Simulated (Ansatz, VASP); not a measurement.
# Two plane-wave programs on NaTlS2

```
CELL_PARAMETERS angstrom
4.10449 0.00000 0.00000
0.00000 4.10449 0.00000
0.00000 0.00000 6.63894
ATOMIC_POSITIONS crystal
Na 0.00000 0.00000 0.00000
S 0.00000 0.50000 0.27087
S 0.50000 0.00000 0.72913
Tl 0.50000 0.50000 0.50000
```

Alike in both runs: task single point; functional LDA; k mesh 6 × 6 × 4; no spin polarisation.

```csv
,VASP,Ansatz
version,VASP 6.6.1,Ansatz 0.2.0
potentials or method,"VASP PAW LDA potentials, release 64 (Na_pv, S, Tl_d)","plane waves, PAW"
plane-wave cutoff (eV),520,420
occupations,"gaussian, width 0.01 eV",fixed
valence electrons in the cell,32,34
```

|  | VASP | Ansatz | Ansatz less VASP |
| --- | --- | --- | --- |
| gap on the k mesh at the Fermi level (eV) | 0.62 | 0.60 | -0.025 |
| pressure (GPa) | -2.0 | -2.0 | +0.01 |
| rms of the force components (eV/Å) | 0.051 | 0.051 | -0.0007 |

LDA's correlation is that of Perdew and Zunger in VASP and of Perdew and Wang (1992) in Ansatz. VASP's potentials hold 32 valence electrons a cell and Ansatz's 34, so a difference there can come from the potentials and not from the codes.

Spin-orbit coupling is off throughout.
